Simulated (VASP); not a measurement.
# Pd (Fm-3m) in VASP: notebook

The runs below take Pd through single point, relaxation of cell and atoms, with PBEsol.

All numbers are computed with VASP 6.6.1; they aren't measurements. Logs are shortened: lines on timing, memory, paths and dates and some standing lists are left out, and cuts for length are marked.

## Step 1: The cell of the first run

Symmetry: Fm-3m, No. 225, cubic system. The conventional cell has a = 3.862 Å, b = 3.862 Å, c = 3.862 Å, α = 90.00°, β = 90.00°, γ = 90.00°. Pd (site symmetry m-3m) has 12 Pd at 2.73 Å within 3.6 Å.

## Step 2: Single point, PBEsol

File INCAR:

```
  PREC = Accurate
  ENCUT = 520
  EDIFF = 1E-6
  ISMEAR = -1
  SIGMA = 0.05
  LREAL = F
  LASPH = T
  NELM = 60
  ALGO = Normal
  ISIF = 2
  LWAVE = F
  LCHARG = T
  GGA = PS
  LELF = T
  LVHAR = T
  NBANDS = 11
```

File KPOINTS:

```
Automatic mesh
0
Gamma
  12 12 12
```

File POSCAR:

```
Pd
1.0
    0.0000000000      1.9307685989      1.9307685989
    1.9307685989      0.0000000000      1.9307685989
    1.9307685989      1.9307685989      0.0000000000
Pd
1
Direct
    0.0000000000      0.0000000000      0.0000000000
```

Potentials or basis: VASP PAW PBE potentials, release 64 (Pd).

Run with:

```
$ cat potpaw_PBE.64/Pd/POTCAR > POTCAR
$ mpirun -np 1 vasp_std > vasp.out
```

OUTCAR:

```text
PREC = Accurate
   ENCUT = 520
   EDIFF = 1E-6
   ISMEAR = -1
   LREAL = F
   LASPH = T
   NELM = 60
   ISIF = 2
   GGA = PS

 ion  position               nearest neighbor table
   1  0.000  0.000  0.000-

  LATTYP: Found a face centered cubic cell.
 ALAT       =     3.8615371978

  Lattice vectors:

 A1 = (   0.0000000000,   1.9307685989,   1.9307685989)
 A2 = (   1.9307685989,   0.0000000000,   1.9307685989)
 A3 = (   1.9307685989,   1.9307685989,   0.0000000000)

Analysis of symmetry for initial positions (statically):
=====================================================================
 Subroutine PRICEL returns:
 Original cell was already a primitive cell.

 Routine SETGRP: Setting up the symmetry group for a
 face centered cubic supercell.

 Subroutine GETGRP returns: Found 48 space group operations
 (whereof 48 operations were pure point group operations)
 out of a pool of 48 trial point group operations.

The static configuration has the point symmetry O_h .

Analysis of symmetry for dynamics (positions and initial velocities):
=====================================================================
 Subroutine PRICEL returns:
 Original cell was already a primitive cell.

 Routine SETGRP: Setting up the symmetry group for a
 face centered cubic supercell.

 Subroutine GETGRP returns: Found 48 space group operations
 (whereof 48 operations were pure point group operations)
 out of a pool of 48 trial point group operations.

The dynamic configuration has the point symmetry O_h .

 Subroutine INISYM returns: Found 48 space group operations
 (whereof 48 operations are pure point group operations),
 and found     1 'primitive' translations

----------------------------------------------------------------------------------------

                                     Primitive cell

  volume of cell :      14.3953

  direct lattice vectors                    reciprocal lattice vectors
     0.000000000  1.930768599  1.930768599    -0.258964228  0.258964228  0.258964228
     1.930768599  0.000000000  1.930768599     0.258964228 -0.258964228  0.258964228
     1.930768599  1.930768599  0.000000000     0.258964228  0.258964228 -0.258964228

  length of vectors
     2.730519138  2.730519138  2.730519138     0.448539201  0.448539201  0.448539201

  position of ions in fractional coordinates (direct lattice)
     0.000000000  0.000000000  0.000000000

  ion indices of the primitive-cell ions
   primitive index   ion index
                 1           1

----------------------------------------------------------------------------------------

 KPOINTS: Automatic mesh

Automatic generation of k-mesh.
 Grid dimensions read from file:
 generate k-points for:   12   12   12

 Generating k-lattice:

  Cartesian coordinates                     Fractional coordinates (reciprocal lattice)
    -0.021580352  0.021580352  0.021580352     0.083333333  0.000000000  0.000000000
     0.021580352 -0.021580352  0.021580352     0.000000000  0.083333333  0.000000000
     0.021580352  0.021580352 -0.021580352     0.000000000  0.000000000  0.083333333

  Length of vectors
     0.037378267  0.037378267  0.037378267

  Shift w.r.t. Gamma in fractional coordinates (k-lattice)
     0.000000000  0.000000000  0.000000000

 Subroutine IBZKPT returns following result:
 ===========================================

 Found     72 irreducible k-points:

 Following reciprocal coordinates:
            Coordinates               Weight
  0.000000  0.000000  0.000000      1.000000
  0.083333  0.000000  0.000000      8.000000
  0.166667  0.000000  0.000000      8.000000
  0.250000  0.000000  0.000000      8.000000
  0.333333  0.000000  0.000000      8.000000
  0.416667  0.000000  0.000000      8.000000
[... 16 lines left out ...]
  0.500000  0.166667  0.000000     24.000000
 -0.416667  0.166667  0.000000     24.000000
 [... further k-points ...]
   k-points           NKPTS =     72   k-points in BZ     NKDIM =     72   number of bands    NBANDS=     11
   number of dos      NEDOS =    301   number of ions     NIONS =      1
   total plane-waves  NPLWV =   8000
   dimension x,y,z NGX =    20 NGY =   20 NGZ =   20
   dimension x,y,z NGXF=    40 NGYF=   40 NGZF=   40
   ions per type =               1
   NGX,Y,Z   is equivalent  to a cutoff of  12.18, 12.18, 12.18 a.u.
   NGXF,Y,Z  is equivalent  to a cutoff of  24.35, 24.35, 24.35 a.u.
 SYSTEM =  unknown system
   PREC   = accura    normal or accurate (medium, high low for compatibility)
   ISTART =      0    job   : 0-new  1-cont  2-samecut
   ICHARG =      2    charge: 1-file 2-atom 10-const
   ISPIN  =      1    spin polarized calculation?
   LNONCOLLINEAR =      F non collinear calculations
   LSORBIT =      F    spin-orbit coupling
   LASPH  =      T    aspherical Exc in radial PAW
   ENCUT  =  520.0 eV  38.22 Ry    6.18 a.u.   5.08  5.08  5.08*2*pi/ulx,y,z
   NELM   =     60;   NELMIN=  2; NELMDL= -5     # of ELM steps
   EDIFF  = 0.1E-05   stopping-criterion for ELM
   LREAL  =      F    real-space projection
   EDIFFG = 0.1E-04   stopping-criterion for IOM
   NSW    =      0    number of steps for IOM
   IBRION =     -1    ionic relax: 0-MD 1-quasi-New 2-CG
   NFREE  =      0    steps in history (QN), initial steepest desc. (CG)
   ISIF   =      2    stress and relaxation
   ISYM   =      2    0-nonsym 1-usesym 2-fastsym
   POTIM  = 0.5000    time-step for ionic-motion
   TEBEG  =    0.0;   TEEND  =   0.0 temperature during run
   PSTRESS=    0.0 pullay stress
   NELECT =      10.0000    total number of electrons
   NUPDOWN=      -1.0000    fix difference up-down
   EMIN   =  10.00;   EMAX   =-10.00  energy-range for DOS
   EFERMI =   0.00;   METHOD = LEGACY
   ISMEAR =    -1;   SIGMA  =   0.05  broadening in eV -4-tet -1-fermi 0-gaus
   EFERMI_NEDOS =   21; number of points for ismear=-14 and -15
   IALGO  =     38    algorithm
   IMIX   =      4    mixing-type and parameters
     AMIX     =   0.40;   BMIX     =  1.00
     AMIX_MAG =   1.60;   BMIX_MAG =  1.00
  volume/ion in A,a.u.               =      14.40        97.14
  Fermi-wavevector in a.u.,A,eV,Ry     =   1.449889  2.739892 28.601850  2.102177
  Thomas-Fermi vector in A             =   2.567564
   LORBIT       =      0    0 simple, 1 ext, 2 COOP (PROOUT), +10 PAW based schemes
   GGA     = PS    functional components
   LHFCALC =     F    Hartree Fock is set to
   AEXX    =    0.0000 exact exchange contribution
   IVDW    =     0    specifies the selected vdW correction
   LEPSILON=     F    determine dielectric tensor
   LRPA    =     F    only Hartree local field effects (RPA)
 non-spin polarized calculation
  energy-cutoff  :      520.00
  volume of cell :       14.40
 maximum number of plane-waves:       399
   NGX = 11   NGY = 11   NGZ = 11

 number of electron      10.0000003 magnetization

 Free energy of the ion-electron system (eV)
  ---------------------------------------------------
  ext. energy  EPLUGINS =         0.00000000
  ---------------------------------------------------
  free energy    TOTEN  =        -5.97473118 eV

  energy without entropy =       -5.95583160  energy(sigma->0) =       -5.96528139

 E-fermi :  10.0058     XC(G=0): -13.5348

 val. band max:       10.0056829819   @ k =   0.5000   0.0000   0.0000
 cond. band min:      10.0071360487   @ k =   0.5000   0.4167   0.0833
 fundamental gap:      0.0014530669
 Fermi energy:        10.0058115460

 k-point     1 :       0.0000    0.0000    0.0000
  band No.  band energies     occupation
      1       2.6062      2.00000
      2       7.0558      2.00000
      3       7.0558      2.00000
      4       7.0558      2.00000
      5       8.7545      2.00000
      6       8.7545      2.00000
      7      27.1735      0.00000
      8      32.0849      0.00000
      9      32.0849      0.00000
     10      32.0849      0.00000
     11      36.0044      0.00000

 k-point     2 :       0.0833    0.0000    0.0000
  band No.  band energies     occupation
      1       2.8620      2.00000
      2       6.9650      2.00000
      3       7.1442      2.00000
      4       7.1442      2.00000
      5       8.7132      2.00000
      6       8.7132      2.00000
      7      27.4466      0.00000
      8      30.5865      0.00000
      9      32.3895      0.00000
     10      32.3895      0.00000
     11      36.0625      0.00000

 k-point     3 :       0.1667    0.0000    0.0000
  band No.  band energies     occupation
      1       3.5539      2.00000
      2       6.8062      2.00000
      3       7.3238      2.00000
      4       7.3238      2.00000
      5       8.6838      2.00000
      6       8.6838      2.00000
      7      27.3933      0.00000
      8      28.5349      0.00000
      9      33.1894      0.00000
     10      33.1894      0.00000
     11      36.1835      0.00000

 k-point     4 :       0.2500    0.0000    0.0000
  band No.  band energies     occupation
      1       4.3271      2.00000
      2       7.0056      2.00000
      3       7.3634      2.00000
      4       7.3634      2.00000
      5       8.9046      2.00000
      6       8.9046      2.00000
      7      24.6993      0.00000
      8      28.2798      0.00000
      9      33.9238      0.00000
     10      33.9238      0.00000
     11      35.8634      0.00000
[... 239 lines left out ...]
 k-point    22 :       0.4167    0.1667    0.0000
  band No.  band energies     occupation
      1       5.1081      2.00000
      2       6.6079      2.00000
      3       7.2243      2.00000
      4       7.7951      2.00000
      5       9.9603      1.42605
      6      11.2028      0.00000
      7      20.9639      0.00000
      8      27.3635      0.00000
      9      28.7785      0.00000
     10      30.5591      0.00000
     11      36.0758      0.00000

 k-point    23 :       0.5000    0.1667    0.0000
  band No.  band energies     occupation
      1       5.0715      2.00000
      2       6.5508      2.00000
      3       7.6434      2.00000
      4       7.7716      2.00000
      5      10.0506      0.57972
      6      13.0894      0.00000
      7      18.2416      0.00000
      8      26.5263      0.00000
      9      29.0384      0.00000
     10      29.5429      0.00000
     11      36.0837      0.00000

 k-point    24 :      -0.4167    0.1667    0.0000
  band No.  band energies     occupation
      1       5.1254      2.00000
      2       6.5588      2.00000
      3       7.5716      2.00000
      4       7.9828      2.00000
      5       9.7664      1.98349
      6      13.6456      0.00000
      7      17.7428      0.00000
      8      25.9756      0.00000
      9      28.9976      0.00000
     10      30.1137      0.00000
     11      36.0790      0.00000

 [... further k-points ...]

------------------------ aborting loop because EDIFF is reached ----------------------------------------

  FORCE on cell =-STRESS in cart. coord.  units (eV):
  Direction    XX          YY          ZZ          XY          YZ          ZX
  --------------------------------------------------------------------------------------
  -------------------------------------------------------------------------------------
  Total        0.1474250      0.1474250      0.1474250      0.0000000     -0.0000000      0.0000000
  in kB       16.4082031     16.4082031     16.4082031      0.0000000     -0.0000000      0.0000000
  external PRESSURE =      16.4082031 kB  Pullay stress =       0.0000000 kB

 VOLUME and BASIS-vectors are now :
 -----------------------------------------------------------------------------
  energy-cutoff  :      520.00
  volume of cell :       14.40
      direct lattice vectors                 reciprocal lattice vectors
     0.000000000  1.930768599  1.930768599    -0.258964228  0.258964228  0.258964228
     1.930768599  0.000000000  1.930768599     0.258964228 -0.258964228  0.258964228
     1.930768599  1.930768599  0.000000000     0.258964228  0.258964228 -0.258964228

 POSITION                                       TOTAL-FORCE (eV/Angst)
 -----------------------------------------------------------------------------------
      0.00000      0.00000      0.00000         0.000000      0.000000      0.000000
 -----------------------------------------------------------------------------------
    total drift:                                0.000000     -0.000000     -0.000000

  FREE ENERGIE OF THE ION-ELECTRON SYSTEM (eV)
  ---------------------------------------------------
  free  energy   TOTEN  =        -5.9747311793 eV

  energy  without entropy=       -5.9558316011  energy(sigma->0) =       -5.96528139
```

It took 14 s on 1 thread of Intel Xeon 8259CL, shared host; peak memory 0.13 GiB.

Results:

```yaml
Free_energy: -5.9747 eV
Pressure: 1.6 GPa
Band_gap_on_the_k_mesh: zero (band 5 reaches 10.33 eV, above the bottom of band 6 at 8.68 eV)
```

Caveat: the PAW data sets were made with another functional, which shifts forces and pressure a little.

(Part 1 of 2 ends here.)
